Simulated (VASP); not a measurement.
# P in VASP: single point with PBEsol

Aim: the single point of P with PBEsol.

All numbers are computed with VASP 6.6.1; they aren't measurements. Logs are shortened: lines on timing, memory, paths and dates and some standing lists are left out, and cuts for length are marked.

## Step 1: The cell of the first run

The cell holds a slab with vacuum, 4 atoms: a = 3.284 Å, b = 34.875 Å, c = 4.437 Å, α = 90.00°, β = 90.00°, γ = 90.00°.

## Step 2: Single point, PBEsol (atoms moved at random)

File INCAR:

```
PREC     = Accurate       # precision mode
ENCUT    = 520            # plane-wave cutoff, eV
EDIFF    = 1E-7           # SCF threshold, eV
ISMEAR   = 0              # smearing method
SIGMA    = 0.05           # smearing width, eV
LREAL    = False          # projectors in reciprocal space
LASPH    = True           # aspherical terms in the spheres
NELM     = 80             # most SCF steps
ALGO     = Normal         # electronic algorithm
ISIF     = 2              # what is computed and relaxed
LWAVE    = False          # write WAVECAR
LCHARG   = False          # write CHGCAR
GGA      = PS             # functional
NBANDS   = 18             # bands
```

File KPOINTS:

```
regular mesh
0
Gamma
  8 1 6
```

File POSCAR:

```
P
1.0
    3.2843671017      0.0000000000      0.0000000000
    0.0000000000     34.8747470704      0.0000000000
    0.0000000000      0.0000000000      4.4369100789
P
4
Direct
   -0.0033752913      0.9697693830      0.5794229461
   -0.0069195391      0.0306716888      0.4234098620
    0.5216448042      0.0295380693      0.0872803744
    0.4886500261      0.9700208589      0.9098868175
```

Potentials or basis: VASP PAW PBE potentials, release 64 (P).

On the command line:

```
$ cat potpaw_PBE.64/P/POTCAR > POTCAR
$ mpirun -np 1 vasp_std > vasp.out
```

OUTCAR:

```text
PREC = Accurate
   ENCUT = 520
   EDIFF = 1E-7
   ISMEAR = 0
   LREAL = False
   LASPH = True
   NELM = 80
   ISIF = 2
   GGA = PS

 ion  position               nearest neighbor table
   1  0.997  0.970  0.579-   4 2.18   4 2.22   2 2.23
   2  0.993  0.031  0.423-   3 2.15   1 2.23   3 2.29
   3  0.522  0.030  0.087-   2 2.15   4 2.22   2 2.29
   4  0.489  0.970  0.910-   1 2.18   1 2.22   3 2.22

  LATTYP: Found a simple orthorhombic cell.
 ALAT       =     3.2843671017
 B/A-ratio  =     1.3509178303
 C/A-ratio  =    10.6184071361

  Lattice vectors:

 A1 = (  -3.2843671017,   0.0000000000,   0.0000000000)
 A2 = (   0.0000000000,   0.0000000000,   4.4369100789)
 A3 = (   0.0000000000,  34.8747470704,   0.0000000000)

Analysis of symmetry for initial positions (statically):
=====================================================================
 Subroutine PRICEL returns:
 Original cell was already a primitive cell.

 Routine SETGRP: Setting up the symmetry group for a
 simple orthorhombic supercell.

 Subroutine GETGRP returns: Found  1 space group operations
 (whereof  1 operations were pure point group operations)
 out of a pool of  8 trial point group operations.

The static configuration has the point symmetry C_1 .

Analysis of symmetry for dynamics (positions and initial velocities):
=====================================================================
 Subroutine PRICEL returns:
 Original cell was already a primitive cell.

 Routine SETGRP: Setting up the symmetry group for a
 simple orthorhombic supercell.

 Subroutine GETGRP returns: Found  1 space group operations
 (whereof  1 operations were pure point group operations)
 out of a pool of  8 trial point group operations.

The dynamic configuration has the point symmetry C_1 .

 Subroutine INISYM returns: Found  1 space group operations
 (whereof  1 operations are pure point group operations),
 and found     1 'primitive' translations

----------------------------------------------------------------------------------------

                                     Primitive cell

  volume of cell :     508.2102

  direct lattice vectors                    reciprocal lattice vectors
     3.284367102  0.000000000  0.000000000     0.304472664  0.000000000  0.000000000
     0.000000000 34.874747070  0.000000000     0.000000000  0.028674043  0.000000000
[... 83 lines left out ...]
   ISPIN  =      1    spin polarized calculation?
   LNONCOLLINEAR =      F non collinear calculations
   LSORBIT =      F    spin-orbit coupling
   LASPH  =      T    aspherical Exc in radial PAW
   ENCUT  =  520.0 eV  38.22 Ry    6.18 a.u.   6.11 64.84  8.25*2*pi/ulx,y,z
   NELM   =     80;   NELMIN=  2; NELMDL= -5     # of ELM steps
   EDIFF  = 0.1E-06   stopping-criterion for ELM
   LREAL  =      F    real-space projection
   EDIFFG = 0.1E-05   stopping-criterion for IOM
   NSW    =      0    number of steps for IOM
   IBRION =     -1    ionic relax: 0-MD 1-quasi-New 2-CG
   NFREE  =      0    steps in history (QN), initial steepest desc. (CG)
   ISIF   =      2    stress and relaxation
   ISYM   =      2    0-nonsym 1-usesym 2-fastsym
   POTIM  = 0.5000    time-step for ionic-motion
   TEBEG  =    0.0;   TEEND  =   0.0 temperature during run
   PSTRESS=    0.0 pullay stress
   NELECT =      20.0000    total number of electrons
   NUPDOWN=      -1.0000    fix difference up-down
   EMIN   =  10.00;   EMAX   =-10.00  energy-range for DOS
   EFERMI =   0.00;   METHOD = LEGACY
   ISMEAR =     0;   SIGMA  =   0.05  broadening in eV -4-tet -1-fermi 0-gaus
   EFERMI_NEDOS =   21; number of points for ismear=-14 and -15
   IALGO  =     38    algorithm
   IMIX   =      4    mixing-type and parameters
     AMIX     =   0.40;   BMIX     =  1.00
     AMIX_MAG =   1.60;   BMIX_MAG =  1.00
  volume/ion in A,a.u.               =     127.05       857.39
  Fermi-wavevector in a.u.,A,eV,Ry     =   0.556848  1.052291  4.218898  0.310080
  Thomas-Fermi vector in A             =   1.591191
   LORBIT       =      0    0 simple, 1 ext, 2 COOP (PROOUT), +10 PAW based schemes
   GGA     = PS    functional components
   LHFCALC =     F    Hartree Fock is set to
   AEXX    =    0.0000 exact exchange contribution
   IVDW    =     0    specifies the selected vdW correction
   LEPSILON=     F    determine dielectric tensor
   LRPA    =     F    only Hartree local field effects (RPA)
 non-spin polarized calculation
 Gauss-broadening in eV      SIGMA  =   0.05
  energy-cutoff  :      520.00
  volume of cell :      508.21
 maximum number of plane-waves:     13734
   NGX = 13   NGY =129   NGZ = 17

 number of electron      19.9999999 magnetization

 Free energy of the ion-electron system (eV)
  ---------------------------------------------------
  ext. energy  EPLUGINS =         0.00000000
  ---------------------------------------------------
  free energy    TOTEN  =       -22.77070360 eV

  energy without entropy =      -22.77070360  energy(sigma->0) =      -22.77070360

 E-fermi :  -3.0306     XC(G=0):  -1.7944

 val. band max:       -3.2883812105   @ k =   0.0000   0.0000   0.0000
 cond. band min:      -2.5466113680   @ k =   0.0000   0.0000   0.0000
 fundamental gap:      0.7417698425
 Fermi energy:        -3.0305662463

 k-point     1 :       0.0000    0.0000    0.0000
  band No.  band energies     occupation
      1     -18.5917      2.00000
      2     -15.9050      2.00000
      3     -12.4050      2.00000
      4      -9.1882      2.00000
      5      -8.1820      2.00000
      6      -7.7478      2.00000
[... 481 lines left out ...]
      5      -8.9867      2.00000
      6      -8.8149      2.00000
[... 10 lines left out ...]
     17       2.9743      0.00000
     18       3.2240      0.00000

 [... further k-points ...]
[... 5 lines left out ...]
  --------------------------------------------------------------------------------------
  -------------------------------------------------------------------------------------
  Total        0.2433188      0.3575238      0.3884822     -0.3896177     -0.5929550      1.5665523
  in kB        0.7670840      1.1271252      1.2247241     -1.2283039     -1.8693428      4.9386937
  external PRESSURE =       1.0396444 kB  Pullay stress =       0.0000000 kB

 VOLUME and BASIS-vectors are now :
 -----------------------------------------------------------------------------
  energy-cutoff  :      520.00
  volume of cell :      508.21
      direct lattice vectors                 reciprocal lattice vectors
     3.284367102  0.000000000  0.000000000     0.304472664  0.000000000  0.000000000
     0.000000000 34.874747070  0.000000000     0.000000000  0.028674043  0.000000000
     0.000000000  0.000000000  4.436910079     0.000000000  0.000000000  0.225382075

 POSITION                                       TOTAL-FORCE (eV/Angst)
 -----------------------------------------------------------------------------------
      3.27328     33.82046      2.57085        -0.193743      0.155071     -0.055602
      3.26164      1.06967      1.87863         0.855783     -0.177102     -0.129819
      1.71327      1.03013      0.38726        -1.060654      0.360433     -0.153726
      1.60491     33.82923      4.03709         0.398614     -0.338402      0.339147
 -----------------------------------------------------------------------------------
    total drift:                                0.000044      0.000329     -0.000074

  FREE ENERGIE OF THE ION-ELECTRON SYSTEM (eV)
  ---------------------------------------------------
  free  energy   TOTEN  =       -22.7707035956 eV

  energy  without entropy=      -22.7707035956  energy(sigma->0) =      -22.77070360
```

OSZICAR:

```text
N       E                     dE             d eps       ncg     rms          rms(c)
DAV:   1     0.138832626894E+03    0.13883E+03   -0.55883E+03   936   0.727E+02
DAV:   2    -0.529805813523E+01   -0.14413E+03   -0.13482E+03  1596   0.130E+02
DAV:   3    -0.226622466330E+02   -0.17364E+02   -0.17295E+02  1272   0.562E+01
[... 16 lines left out ...]
DAV:  20    -0.227706995268E+02   -0.72514E-05   -0.18931E-07  1074   0.127E-03    0.801E-04
DAV:  21    -0.227707016509E+02   -0.21241E-05   -0.30323E-08  1034   0.614E-04    0.135E-04
DAV:  22    -0.227707028733E+02   -0.12224E-05   -0.16920E-08   982   0.354E-04    0.103E-04
DAV:  23    -0.227707033369E+02   -0.46358E-06   -0.54848E-09  1004   0.202E-04    0.105E-04
DAV:  24    -0.227707035483E+02   -0.21141E-06   -0.12203E-09   962   0.111E-04    0.611E-05
DAV:  25    -0.227707035956E+02   -0.47262E-07    0.10379E-10   912   0.497E-05
   1 F= -.22770704E+02 E0= -.22770704E+02  d E =-.166925E-14
```

stdout:

```text
POSCAR found type information on POSCAR P
 POSCAR found :  1 types and       4 ions
 scaLAPACK will be used
 -----------------------------------------------------------------------------
|                                                                             |
|                                                                             |
|     You enforced a specific xc type in the INCAR file but a different       |
|     I HOPE YOU KNOW WHAT YOU ARE DOING!                                     |
|                                                                             |
 -----------------------------------------------------------------------------

 LDA part: xc-table for (Slater+PW92), standard interpolation
 POSCAR, INCAR and KPOINTS ok, starting setup
 FFT: planning ... GRIDC
 FFT: planning ... GRID_SOFT
 FFT: planning ... GRID
 WAVECAR not read
 entering main loop
```

Run time: 8.4 min. Hardware: 1 thread of Intel Xeon Platinum 8259CL at 2.50GHz (Skylake/Cascade Lake), shared host; peak memory 0.58 GiB.

What came out:

* Free energy: -22.7707 eV
* Largest force: 1.131 eV/Å
* Band gap on the k mesh: 0.74 eV

Forces on the atoms (eV/Å):
```
P   -0.194  0.155 -0.056
P    0.856 -0.177 -0.130
P   -1.061  0.360 -0.154
P    0.399 -0.338  0.339
```

Levels at points of the mesh, in eV from the valence-band top:
```
           k point  band 8  band 9  band 10  band 11  band 12  band 13
(0.00, 0.00, 0.00)   -2.03   -1.64     0.00     0.74     1.41     2.57
(0.50, 0.00, 0.00)   -2.69   -2.19    -2.00     1.06     1.36     1.74
(0.00, 0.00, 0.50)   -2.53   -1.13    -1.05     1.96     2.05     3.40
(0.50, 0.00, 0.50)   -4.79   -1.42    -1.18     2.17     2.59     4.01
```

Caveat: the cell differs from its parent crystal (atoms moved at random); the PAW data sets were made with another functional, which shifts forces and pressure a little.
